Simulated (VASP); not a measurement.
Write the native input for VASP 6.6.1 that does the following.

| Property | Result |
| --- | --- |
| Task | single point |
| Functional | PBE |
| Potentials or basis | VASP PAW PBE potentials, release 64 (Li_sv, Ga_d) |
| Cutoff | 520 eV |
| k mesh | 4 × 4 × 4 |
| Occupations | gaussian, width 0.1 eV |
| Spin | no spin polarisation |
| Dipole correction | no |
| Further INCAR settings | ALGO = Normal; EDIFF = 1e-06; NBANDS = 38 |

The structure of LiGa2 lies in POSCAR:

```
LiGa2
1.0
    0.0000000000      3.8873828287      3.8873828287
    3.8873828287      0.0000000000      3.8873828287
    3.8873828287      3.8873828287      0.0000000000
Li Ga
2 4
Direct
    0.0000000000      0.0000000000      0.0000000000
    0.2500000000      0.2500000000      0.2500000000
    0.6250000000      0.6250000000      0.6250000000
    0.1250000000      0.6250000000      0.6250000000
    0.6250000000      0.6250000000      0.1250000000
    0.6250000000      0.1250000000      0.6250000000
```

The input as run:

INCAR

```
ALGO = Normal
EDIFF = 1E-6
ENCUT = 520
GGA = PE
ISIF = 2
ISMEAR = 0
LASPH = True
LCHARG = False
LREAL = False
LWAVE = False
NBANDS = 38
NELM = 100
PREC = Accurate
SIGMA = 0.1
```

KPOINTS

```
k-points
0
Gamma
  4 4 4
```

Potentials or basis: VASP PAW PBE potentials, release 64 (Li_sv, Ga_d).

Command:

```sh
$ cat potpaw_PBE.64/Li_sv/POTCAR potpaw_PBE.64/Ga_d/POTCAR > POTCAR
$ mpirun -np 1 vasp_std > vasp.out
```

Results of the run:

| Property | Result |
| --- | --- |
| Band gap on the k mesh | zero (bands 29 and 30 overlap by 4.86 eV) |

It took 24 s on 1 thread of AMD EPYC 9R45 96-Core Processor (Zen 5), with other jobs on the host, peak memory 0.22 GiB.
